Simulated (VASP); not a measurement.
# Ca2C (I4/mmm) in VASP: single point with r2SCAN

Aim: the single point of Ca2C with r2SCAN.

Program: VASP 6.6.1. These are calculated values, not measurements. Logs are shortened: lines on timing, memory, paths and dates and some standing lists are left out, and cuts for length are marked.

## (1) The cell of the first run

Symmetry: I4/mmm, No. 139, tetragonal system. The conventional cell has a = 4.424 Å, b = 4.424 Å, c = 5.956 Å, α = 90.00°, β = 90.00°, γ = 90.00°. Within 3.5 Å of C (site symmetry 4/mmm) lie 8 Ca at 2.67 Å. Ca (site symmetry -4m2) has 4 C at 2.67 Å and 6 Ca at 2.98 to 3.13 Å within 3.5 Å.

## (2) Single point, r2SCAN (uniaxial x strain -4.8%)

Contents of POSCAR:

```
Ca2C
1.0
    0.0000000000      3.1285803962      3.1285803962
    2.9780956792      0.0000000000      3.1285803962
    2.9780956792      3.1285803962      0.0000000000
C Ca
1 2
Direct
    0.0000000000      0.0000000000      0.0000000000
    0.2500000000      0.2500000000      0.2500000000
    0.7500000000      0.7500000000      0.7500000000
```

Contents of INCAR.step1:

```
  PREC = Accurate
  ENCUT = 520
  ISMEAR = -1
  SIGMA = 0.02
  LREAL = F
  LASPH = T
  NELM = 60
  NBANDS = 19
  GGA = PE
  ALGO = Normal
  EDIFF = 1E-4
  LWAVE = T
  LCHARG = F
```

Contents of INCAR.step2:

```
  PREC = Accurate
  ENCUT = 520
  EDIFF = 1E-6
  ISMEAR = -1
  SIGMA = 0.02
  LREAL = F
  LASPH = T
  NELM = 60
  ALGO = Normal
  ISIF = 2
  LWAVE = F
  LCHARG = F
  METAGGA = R2SCAN
  LMIXTAU = T
  NBANDS = 19
  ISTART = 1
```

Contents of KPOINTS:

```
Automatic mesh
0
Gamma
  8 8 8
```

Potentials or basis: VASP PAW PBE potentials, release 64 (C, Ca_sv).

Command:

```console
$ cat potpaw_PBE.64/C/POTCAR potpaw_PBE.64/Ca_sv/POTCAR > POTCAR
$ cp INCAR.step1 INCAR
$ mpirun -np 1 vasp_std > vasp.out
$ cp INCAR.step2 INCAR
$ mpirun -np 1 vasp_std > vasp.out
```

OUTCAR:

```text
PREC = Accurate
   ENCUT = 520
   EDIFF = 1E-6
   ISMEAR = -1
   LREAL = F
   LASPH = T
   NELM = 60
   ISIF = 2
   METAGGA = R2SCAN
   ISTART = 1

 ion  position               nearest neighbor table
   1  0.000  0.000  0.000-
   2  0.250  0.250  0.250-   3 2.98   3 2.98   3 3.13   3 3.13   3 3.13   3 3.13
   3  0.750  0.750  0.750-   2 2.98   2 2.98   2 3.13   2 3.13   2 3.13   2 3.13

  LATTYP: Found a body centered tetragonal cell.
 ALAT       =     4.4244808273
 C/A-ratio  =     1.3461898900

  Lattice vectors:

 A1 = (  -2.9780956792,   0.0000000000,  -3.1285803962)
 A2 = (  -2.9780956792,   0.0000000000,   3.1285803962)
 A3 = (   2.9780956792,   3.1285803962,   0.0000000000)

Analysis of symmetry for initial positions (statically):
=====================================================================
 Subroutine PRICEL returns:
 Original cell was already a primitive cell.

 Routine SETGRP: Setting up the symmetry group for a
 body centered tetragonal supercell.

 Subroutine GETGRP returns: Found 16 space group operations
 (whereof 16 operations were pure point group operations)
 out of a pool of 16 trial point group operations.

The static configuration has the point symmetry D_4h.

Analysis of symmetry for dynamics (positions and initial velocities):
=====================================================================
 Subroutine PRICEL returns:
 Original cell was already a primitive cell.

 Routine SETGRP: Setting up the symmetry group for a
 body centered tetragonal supercell.

 Subroutine GETGRP returns: Found 16 space group operations
 (whereof 16 operations were pure point group operations)
 out of a pool of 16 trial point group operations.

The dynamic configuration has the point symmetry D_4h.

 Subroutine INISYM returns: Found 16 space group operations
 (whereof 16 operations are pure point group operations),
 and found     1 'primitive' translations

----------------------------------------------------------------------------------------

                                     Primitive cell

  volume of cell :      58.2993

  direct lattice vectors                    reciprocal lattice vectors
     0.000000000  3.128580396  3.128580396    -0.167892524  0.159816894  0.159816894
     2.978095679  0.000000000  3.128580396     0.167892524 -0.159816894  0.159816894
     2.978095679  3.128580396  0.000000000     0.167892524  0.159816894 -0.159816894

  length of vectors
     4.424480827  4.319382962  4.319382962     0.281550668  0.281550668  0.281550668

  position of ions in fractional coordinates (direct lattice)
     0.000000000  0.000000000  0.000000000
     0.250000000  0.250000000  0.250000000
     0.750000000  0.750000000  0.750000000

  ion indices of the primitive-cell ions
   primitive index   ion index
                 1           1
                 2           2
                 3           3

----------------------------------------------------------------------------------------

 KPOINTS: Automatic mesh

Automatic generation of k-mesh.
 Grid dimensions read from file:
 generate k-points for:    8    8    8

 Generating k-lattice:

  Cartesian coordinates                     Fractional coordinates (reciprocal lattice)
    -0.020986565  0.019977112  0.019977112     0.125000000  0.000000000  0.000000000
     0.020986565 -0.019977112  0.019977112     0.000000000  0.125000000  0.000000000
     0.020986565  0.019977112 -0.019977112     0.000000000  0.000000000  0.125000000

  Length of vectors
     0.035193833  0.035193833  0.035193833

  Shift w.r.t. Gamma in fractional coordinates (k-lattice)
     0.000000000  0.000000000  0.000000000

 Subroutine IBZKPT returns following result:
 ===========================================

 Found     59 irreducible k-points:

 Following reciprocal coordinates:
            Coordinates               Weight
  0.000000  0.000000  0.000000      1.000000
  0.125000  0.000000  0.000000      8.000000
  0.250000  0.000000  0.000000      8.000000
  0.375000  0.000000  0.000000      8.000000
  0.500000  0.000000  0.000000      4.000000
  0.125000  0.125000  0.000000      4.000000
[... 16 lines left out ...]
  0.250000  0.125000  0.125000      4.000000
  0.375000  0.125000  0.125000      8.000000
 [... further k-points ...]
   k-points           NKPTS =     59   k-points in BZ     NKDIM =     59   number of bands    NBANDS=     19
   number of dos      NEDOS =    301   number of ions     NIONS =      3
   total plane-waves  NPLWV =  36864
   dimension x,y,z NGX =    36 NGY =   32 NGZ =   32
   dimension x,y,z NGXF=    72 NGYF=   64 NGZF=   64
   ions per type =               1   2
   NGX,Y,Z   is equivalent  to a cutoff of  13.53, 12.32, 12.32 a.u.
   NGXF,Y,Z  is equivalent  to a cutoff of  27.05, 24.63, 24.63 a.u.
 SYSTEM =  unknown system
   PREC   = accura    normal or accurate (medium, high low for compatibility)
   ISTART =      1    job   : 0-new  1-cont  2-samecut
   ICHARG =      0    charge: 1-file 2-atom 10-const
   ISPIN  =      1    spin polarized calculation?
   LNONCOLLINEAR =      F non collinear calculations
   LSORBIT =      F    spin-orbit coupling
   LASPH  =      T    aspherical Exc in radial PAW
   ENCUT  =  520.0 eV  38.22 Ry    6.18 a.u.   8.23  8.03  8.03*2*pi/ulx,y,z
   NELM   =     60;   NELMIN=  2; NELMDL=  0     # of ELM steps
   EDIFF  = 0.1E-05   stopping-criterion for ELM
   LREAL  =      F    real-space projection
   EDIFFG = 0.1E-04   stopping-criterion for IOM
   NSW    =      0    number of steps for IOM
   IBRION =     -1    ionic relax: 0-MD 1-quasi-New 2-CG
   NFREE  =      0    steps in history (QN), initial steepest desc. (CG)
   ISIF   =      2    stress and relaxation
   ISYM   =      2    0-nonsym 1-usesym 2-fastsym
   POTIM  = 0.5000    time-step for ionic-motion
   TEBEG  =    0.0;   TEEND  =   0.0 temperature during run
   PSTRESS=    0.0 pullay stress
   NELECT =      24.0000    total number of electrons
   NUPDOWN=      -1.0000    fix difference up-down
   EMIN   =  10.00;   EMAX   =-10.00  energy-range for DOS
   EFERMI =   0.00;   METHOD = LEGACY
   ISMEAR =    -1;   SIGMA  =   0.02  broadening in eV -4-tet -1-fermi 0-gaus
   EFERMI_NEDOS =   21; number of points for ismear=-14 and -15
   IALGO  =     38    algorithm
   IMIX   =      4    mixing-type and parameters
     AMIX     =   0.40;   BMIX     =  1.00
     AMIX_MAG =   1.60;   BMIX_MAG =  1.00
  volume/ion in A,a.u.               =      19.43       131.14
  Fermi-wavevector in a.u.,A,eV,Ry     =   1.217842  2.301387 20.179321  1.483138
  Thomas-Fermi vector in A             =   2.353148
   LORBIT       =      0    0 simple, 1 ext, 2 COOP (PROOUT), +10 PAW based schemes
   METAGGA = R2SCAN    functional components
   LHFCALC =     F    Hartree Fock is set to
   AEXX    =    0.0000 exact exchange contribution
   IVDW    =     0    specifies the selected vdW correction
   LEPSILON=     F    determine dielectric tensor
   LRPA    =     F    only Hartree local field effects (RPA)
 non-spin polarized calculation
  energy-cutoff  :      520.00
  volume of cell :       58.30
 maximum number of plane-waves:      1588
 NGX is ok and might be reduce to    36
   NGX = 17   NGY = 17   NGZ = 17

 number of electron      24.0000002 magnetization

 Free energy of the ion-electron system (eV)
  ---------------------------------------------------
  ext. energy  EPLUGINS =         0.00000000
  ---------------------------------------------------
  free energy    TOTEN  =       -23.22401542 eV

  energy without entropy =      -23.22399097  energy(sigma->0) =      -23.22400319

 E-fermi :   3.7069     XC(G=0): -10.1917

 val. band max:        3.6224385347   @ k =   0.5000   0.5000   0.0000
 cond. band min:       3.7908879824   @ k =   0.5000   0.5000   0.0000
 fundamental gap:      0.1684494477
 Fermi energy:         3.7068762249

 k-point     1 :       0.0000    0.0000    0.0000
  band No.  band energies     occupation
      1     -38.3909      2.00000
      2     -38.1308      2.00000
      3     -18.8752      2.00000
      4     -18.6114      2.00000
      5     -18.6113      2.00000
      6     -18.2223      2.00000
[... 11 lines left out ...]
     18      10.4867      0.00000
     19      10.6207      0.00000

 k-point     2 :       0.1250    0.0000    0.0000
  band No.  band energies     occupation
      1     -38.3806      2.00000
      2     -38.1402      2.00000
      3     -18.8536      2.00000
      4     -18.6032      2.00000
      5     -18.5993      2.00000
      6     -18.2470      2.00000
[... 11 lines left out ...]
     18      10.0034      0.00000
     19      10.8931      0.00000

 k-point     3 :       0.2500    0.0000    0.0000
  band No.  band energies     occupation
      1     -38.3514      2.00000
      2     -38.1674      2.00000
      3     -18.7908      2.00000
      4     -18.5776      2.00000
      5     -18.5639      2.00000
      6     -18.3193      2.00000
[... 11 lines left out ...]
     18       9.3496      0.00000
     19      10.1943      0.00000

 k-point     4 :       0.3750    0.0000    0.0000
  band No.  band energies     occupation
      1     -38.3082      2.00000
      2     -38.2086      2.00000
      3     -18.6928      2.00000
      4     -18.5323      2.00000
      5     -18.5077      2.00000
      6     -18.4343      2.00000
[... 11 lines left out ...]
     18       8.8581      0.00000
     19       9.1819      0.00000

 k-point     5 :       0.5000    0.0000    0.0000
  band No.  band energies     occupation
      1     -38.2580      2.00000
      2     -38.2579      2.00000
      3     -18.5781      2.00000
      4     -18.5620      2.00000
      5     -18.4651      2.00000
      6     -18.4567      2.00000
[... 11 lines left out ...]
     18       8.6143      0.00000
     19       8.6395      0.00000

 k-point     6 :       0.1250    0.1250    0.0000
  band No.  band energies     occupation
      1     -38.3800      2.00000
      2     -38.1405      2.00000
      3     -18.8912      2.00000
      4     -18.6266      2.00000
      5     -18.5343      2.00000
      6     -18.3269      2.00000
[... 11 lines left out ...]
     18       9.7564      0.00000
     19      10.4534      0.00000

 k-point     7 :       0.2500    0.1250    0.0000
  band No.  band energies     occupation
      1     -38.3605      2.00000
      2     -38.1583      2.00000
      3     -18.8829      2.00000
      4     -18.6294      2.00000
      5     -18.4566      2.00000
      6     -18.4329      2.00000
[... 11 lines left out ...]
     18       9.4018      0.00000
     19       9.8391      0.00000

 k-point     8 :       0.3750    0.1250   -0.0000
  band No.  band energies     occupation
      1     -38.3254      2.00000
      2     -38.1912      2.00000
      3     -18.8280      2.00000
      4     -18.6078      2.00000
      5     -18.5368      2.00000
      6     -18.3750      2.00000
[... 256 lines left out ...]
 k-point    20 :      -0.3750    0.3750    0.0000
  band No.  band energies     occupation
      1     -38.2882      2.00000
      2     -38.2247      2.00000
      3     -18.8834      2.00000
      4     -18.8518      2.00000
      5     -18.6557      2.00000
      6     -18.2414      2.00000
[... 11 lines left out ...]
     18       9.0837      0.00000
     19       9.2340      0.00000

 k-point    21 :       0.5000    0.5000    0.0000
  band No.  band energies     occupation
      1     -38.3156      2.00000
      2     -38.1966      2.00000
      3     -18.9827      2.00000
      4     -18.9012      2.00000
      5     -18.7140      2.00000
      6     -18.1571      2.00000
[... 11 lines left out ...]
     18       9.1846      0.00000
     19       9.1932      0.00000

 k-point    22 :       0.0000    0.1250    0.1250
  band No.  band energies     occupation
      1     -38.3729      2.00000
      2     -38.1477      2.00000
      3     -18.7597      2.00000
      4     -18.6344      2.00000
      5     -18.6343      2.00000
      6     -18.3084      2.00000
[... 11 lines left out ...]
     18      10.0558      0.00000
     19      10.5307      0.00000

 k-point    23 :       0.2500    0.1250    0.1250
  band No.  band energies     occupation
      1     -38.3692      2.00000
      2     -38.1503      2.00000
      3     -18.9077      2.00000
      4     -18.5552      2.00000
      5     -18.5420      2.00000
      6     -18.3269      2.00000
[... 11 lines left out ...]
     18       9.9568      0.00000
     19      10.2121      0.00000

 k-point    24 :       0.3750    0.1250    0.1250
  band No.  band energies     occupation
      1     -38.3406      2.00000
      2     -38.1765      2.00000
      3     -18.9143      2.00000
      4     -18.4931      2.00000
      5     -18.4698      2.00000
      6     -18.4269      2.00000
[... 11 lines left out ...]
     18       9.2248      0.00000
     19       9.6812      0.00000

 [... further k-points ...]

------------------------ aborting loop because EDIFF is reached ----------------------------------------

  FORCE on cell =-STRESS in cart. coord.  units (eV):
  Direction    XX          YY          ZZ          XY          YZ          ZX
  --------------------------------------------------------------------------------------
  -------------------------------------------------------------------------------------
  Total        2.9410230      0.4228060      0.4228060      0.0000000      0.0000000     -0.0000000
  in kB       80.8250026     11.6195262     11.6195262      0.0000000      0.0000000     -0.0000000
  external PRESSURE =      34.6880183 kB  Pullay stress =       0.0000000 kB

 VOLUME and BASIS-vectors are now :
 -----------------------------------------------------------------------------
  energy-cutoff  :      520.00
  volume of cell :       58.30
      direct lattice vectors                 reciprocal lattice vectors
     0.000000000  3.128580396  3.128580396    -0.167892524  0.159816894  0.159816894
     2.978095679  0.000000000  3.128580396     0.167892524 -0.159816894  0.159816894
     2.978095679  3.128580396  0.000000000     0.167892524  0.159816894 -0.159816894

 POSITION                                       TOTAL-FORCE (eV/Angst)
 -----------------------------------------------------------------------------------
      0.00000      0.00000      0.00000         0.000000      0.000000     -0.000000
      1.48905      1.56429      1.56429         0.000000     -0.000000     -0.000000
      4.46714      4.69287      4.69287        -0.000000     -0.000000      0.000000
 -----------------------------------------------------------------------------------
    total drift:                                0.000000      0.000000      0.000000

  FREE ENERGIE OF THE ION-ELECTRON SYSTEM (eV)
  ---------------------------------------------------
  free  energy   TOTEN  =       -23.2240154194 eV

  energy  without entropy=      -23.2239909666  energy(sigma->0) =      -23.22400319
```

It took 95 s on 1 thread of Intel Xeon 6975P-C (Granite Rapids), shared host; peak memory 0.23 GiB.

What came out:

```yaml
Free_energy: -23.2240 eV
Pressure: 3.5 GPa
Band_gap_on_the_k_mesh: 0.17 eV
```

Caveat: the cell differs from its parent crystal (uniaxial x strain -4.8%); the cell stands under pressure; the PAW data sets were made with another functional, which shifts forces and pressure a little.
